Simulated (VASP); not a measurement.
# ZnCu (R-3m) in VASP: a series of runs, part 2 of 3

VASP 6.6.1. Earlier steps stand in the parts before.

## (3) Single point, PBEsol (12.29 Å³/atom)

The input, INCAR:

```
SYSTEM = ZnCu
PREC = Accurate ; ENCUT = 520
EDIFF = 1E-6 ; ISMEAR = 0
SIGMA = 0.15 ; LREAL = .FALSE.
LASPH = .TRUE. ; NELM = 60
ALGO = Fast ; ISIF = 2
LWAVE = .FALSE. ; LCHARG = .FALSE.
GGA = PS ; NBANDS = 18
```

The input, KPOINTS:

```
regular mesh
0
G
  18 18 18
  0 0 0
```

The input, POSCAR:

```
ZnCu
1.0
    2.9159495893     -0.1519639857     -0.1519639857
   -0.1519639857      2.9159495893     -0.1519639857
   -0.1519639857     -0.1519639857      2.9159495893
Zn Cu
1 1
Direct
    0.5000000000      0.5000000000      0.5000000000
    0.0000000000      0.0000000000      0.0000000000
```

Potentials or basis: VASP PAW PBE potentials, release 64 (Zn, Cu).

Started as:

```sh
$ cat potpaw_PBE.64/Zn/POTCAR potpaw_PBE.64/Cu/POTCAR > POTCAR
$ mpirun -np 1 vasp_std > vasp.out
```

OUTCAR:

```text
SYSTEM = ZnCu
   PREC = Accurate
   ENCUT = 520
   EDIFF = 1E-6
   ISMEAR = 0
   LREAL = .FALSE.
   LASPH = .TRUE.
   NELM = 60
   ISIF = 2
   GGA = PS

 ion  position               nearest neighbor table
   1  0.500  0.500  0.500-   2 2.26   2 2.26   2 2.62   2 2.62   2 2.62   2 2.62   2 2.62   2 2.62

   2  0.000  0.000  0.000-   1 2.26   1 2.26   1 2.62   1 2.62   1 2.62   1 2.62   1 2.62   1 2.62

  LATTYP: Found a trigonal (rhomboedric) cell.
 ALAT       =     2.9238584291
 COS(alpha) =    -0.1009651221

  Lattice vectors:

 A1 = (   2.9159495893,  -0.1519639857,  -0.1519639857)
 A2 = (  -0.1519639857,   2.9159495893,  -0.1519639857)
 A3 = (  -0.1519639857,  -0.1519639857,   2.9159495893)

Analysis of symmetry for initial positions (statically):
=====================================================================
 Subroutine PRICEL returns:
 Original cell was already a primitive cell.

 Routine SETGRP: Setting up the symmetry group for a
 trigonal (rhombohedral) supercell.

 Subroutine GETGRP returns: Found 12 space group operations
 (whereof 12 operations were pure point group operations)
 out of a pool of 12 trial point group operations.

[... 163 lines left out ...]

 E-fermi :   5.7665     XC(G=0): -12.7660

 val. band max:        5.7665065448   @ k =   0.5000   0.4444   0.1667
 cond. band min:       5.7761280764   @ k =  -0.2778  -0.3889   0.2222
 fundamental gap:      0.0096215316
 Fermi energy:         5.7665447862

 k-point     1 :       0.0000    0.0000    0.0000
  band No.  band energies     occupation
      1      -4.9362      2.00000
      2      -2.2631      2.00000
      3      -2.2631      2.00000
      4      -1.8221      2.00000
      5      -1.4308      2.00000
      6      -1.4308      2.00000
[... 481 lines left out ...]
      5      -1.5167      2.00000
      6      -1.4348      2.00000
[... 10 lines left out ...]
     17      20.7866      0.00000
     18      22.3384      0.00000

 [... further k-points ...]

------------------------ aborting loop because EDIFF is reached ----------------------------------------

  FORCE on cell =-STRESS in cart. coord.  units (eV):
  Direction    XX          YY          ZZ          XY          YZ          ZX
  --------------------------------------------------------------------------------------
  -------------------------------------------------------------------------------------
  Total        1.0295598      1.0295598      1.0295598      2.4277252      2.4277252      2.4277252
  in kB       67.0963891     67.0963891     67.0963891    158.2147980    158.2147980    158.2147980
  external PRESSURE =      67.0963891 kB  Pullay stress =       0.0000000 kB

 VOLUME and BASIS-vectors are now :
 -----------------------------------------------------------------------------
  energy-cutoff  :      520.00
  volume of cell :       24.58
      direct lattice vectors                 reciprocal lattice vectors
     2.915949589 -0.151963986 -0.151963986     0.344918023  0.018963600  0.018963600
    -0.151963986  2.915949589 -0.151963986     0.018963600  0.344918023  0.018963600
    -0.151963986 -0.151963986  2.915949589     0.018963600  0.018963600  0.344918023

 POSITION                                       TOTAL-FORCE (eV/Angst)
 -----------------------------------------------------------------------------------
      1.30601      1.30601      1.30601         0.000000      0.000000      0.000000
      0.00000      0.00000      0.00000        -0.000000     -0.000000      0.000000
 -----------------------------------------------------------------------------------
    total drift:                                0.000000      0.000000     -0.000000

  FREE ENERGIE OF THE ION-ELECTRON SYSTEM (eV)
  ---------------------------------------------------
  free  energy   TOTEN  =        -5.7525657378 eV

  energy  without entropy=       -5.7477909289  energy(sigma->0) =       -5.75017833
```

OSZICAR:

```text
N       E                     dE             d eps       ncg     rms          rms(c)
DAV:   1     0.114573048667E+03    0.11457E+03   -0.11321E+04 22480   0.214E+03
DAV:   2    -0.214066296759E+01   -0.11671E+03   -0.11198E+03 21004   0.302E+02
DAV:   3    -0.703653113192E+01   -0.48959E+01   -0.48545E+01 23670   0.767E+01
DAV:   4    -0.707557364592E+01   -0.39043E-01   -0.39027E-01 23920   0.633E+00
DAV:   5    -0.707608313763E+01   -0.50949E-03   -0.50948E-03 23676   0.743E-01    0.107E+01
RMM:   6    -0.682894309641E+01    0.24714E+00   -0.10060E+01 24242   0.513E+01    0.701E+00
RMM:   7    -0.576561806381E+01    0.10633E+01   -0.25254E+00 23703   0.246E+01    0.274E+00
RMM:   8    -0.575914688557E+01    0.64712E-02   -0.31955E-02 24600   0.284E+00    0.124E+00
RMM:   9    -0.575345964060E+01    0.56872E-02   -0.13929E-02 24445   0.193E+00    0.285E-01
RMM:  10    -0.575246432745E+01    0.99531E-03   -0.68658E-03 25234   0.104E+00    0.915E-02
RMM:  11    -0.575254184169E+01   -0.77514E-04   -0.13600E-03 26629   0.421E-01    0.284E-02
RMM:  12    -0.575257441819E+01   -0.32577E-04   -0.27319E-04 27871   0.159E-01    0.428E-02
RMM:  13    -0.575291161523E+01   -0.33720E-03   -0.51957E-04 25828   0.272E-01    0.149E-01
RMM:  14    -0.575258277634E+01    0.32884E-03   -0.11733E-03 26660   0.524E-01    0.400E-02
RMM:  15    -0.575256636586E+01    0.16410E-04   -0.51005E-05 24967   0.108E-01    0.906E-03
RMM:  16    -0.575256573783E+01    0.62803E-06   -0.74817E-06 22227   0.235E-02
   1 F= -.57525657E+01 E0= -.57501783E+01  d E =-.477481E-02
```

stdout:

```text
POSCAR found type information on POSCAR ZnCu
 POSCAR found :  2 types and       2 ions
 scaLAPACK will be used
 -----------------------------------------------------------------------------
|                                                                             |
|                                                                             |
|     You enforced a specific xc type in the INCAR file but a different       |
|     I HOPE YOU KNOW WHAT YOU ARE DOING!                                     |
|                                                                             |
 -----------------------------------------------------------------------------

 LDA part: xc-table for (Slater+PW92), standard interpolation
 POSCAR, INCAR and KPOINTS ok, starting setup
 FFT: planning ... GRIDC
 FFT: planning ... GRID_SOFT
 FFT: planning ... GRID
 WAVECAR not read
 entering main loop
WARNING in EDDRMM: call to ZHEGV failed, returncode =   6  3     18
```

Run time: 4.8 min. Hardware: 1 thread of Intel Xeon 8259CL, shared host; peak memory 0.36 GiB.

Results:

| Item | Value |
| --- | --- |
| Free energy | -5.7526 eV |
| Pressure | 6.7 GPa |
| Band gap on the k mesh | zero (an odd number of electrons rules out a gap without spin polarisation) |

Caveat: the cell stands under pressure; the PAW data sets were made with another functional, which shifts forces and pressure a little.

(Continued in part 3 of 3.)
